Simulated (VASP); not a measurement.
# Cd4Se3S: single point with r2SCAN

Crystal: Cd4Se3S.

```
CELL_PARAMETERS angstrom
4.33651 0.00000 0.00000
0.00000 4.33651 0.00000
0.00000 0.00000 12.23262
ATOMIC_POSITIONS crystal
Cd 0.50000 0.00000 0.88435
Cd 0.00000 0.50000 0.11565
Cd 0.50000 0.00000 0.37166
Cd 0.00000 0.50000 0.62834
Se 0.50000 0.50000 0.24357
Se 0.00000 0.00000 0.50000
Se 0.50000 0.50000 0.75643
S 0.00000 0.00000 0.00000
```

| Property | Result |
| --- | --- |
| Program | VASP 6.6.1 |
| Task | single point |
| Functional | r2SCAN |
| Potentials or basis | VASP PAW PBE potentials, release 64 (Cd, Se, S) |
| Cutoff | 520 eV |
| k mesh | 8 × 8 × 4 |
| Occupations | gaussian, width 0.02 eV |
| Spin | no spin polarisation |

The pressure is -1.2 GPa, the largest force is 0.016 eV/Å and the band gap on the k mesh is 1.05 eV.

Forces in eV/Å, atoms in the order of the input:
```
Cd   0.000  0.000 -0.016
Cd   0.000  0.000  0.016
Cd   0.000  0.000  0.001
Cd   0.000  0.000 -0.001
Se   0.000  0.000 -0.001
Se   0.000  0.000  0.000
Se   0.000  0.000  0.001
S    0.000  0.000  0.000
```

Levels at points of the mesh, in eV from the valence-band top:
| k point | band 32 | band 33 | band 34 | band 35 | band 36 | band 37 | band 38 | band 39 | band 40 | band 41 |
| --- | --- | --- | --- | --- | --- | --- | --- | --- | --- | --- |
| (0.00, 0.00, 0.00) | -0.85 | -0.85 | -0.03 | 0.00 | 0.00 | 1.05 | 3.57 | 3.61 | 3.66 | 4.18 |
| (0.50, 0.00, 0.00) | -0.72 | -0.70 | -0.61 | -0.59 | -0.58 | 2.83 | 2.95 | 4.14 | 4.22 | 6.07 |
| (0.50, 0.50, 0.00) | -2.03 | -1.76 | -1.73 | -1.73 | -1.67 | 3.51 | 3.70 | 4.21 | 4.21 | 5.36 |
| (0.00, 0.00, 0.50) | -1.09 | -0.40 | -0.40 | -0.22 | -0.22 | 2.23 | 2.28 | 3.80 | 3.88 | 4.16 |
| (0.50, 0.00, 0.50) | -1.24 | -1.12 | -0.60 | -0.59 | -0.59 | 3.42 | 3.48 | 3.48 | 3.63 | 6.22 |
| (0.50, 0.50, 0.50) | -1.89 | -1.89 | -1.89 | -1.83 | -1.82 | 4.21 | 4.26 | 4.29 | 4.49 | 4.61 |

Run time: 16 min on 1 thread of AMD EPYC 9R45 (Zen 5) (shared host), peak memory 0.56 GiB.

Caveat: the PAW data sets were made with another functional, which shifts forces and pressure a little. A k mesh can miss the band edges.
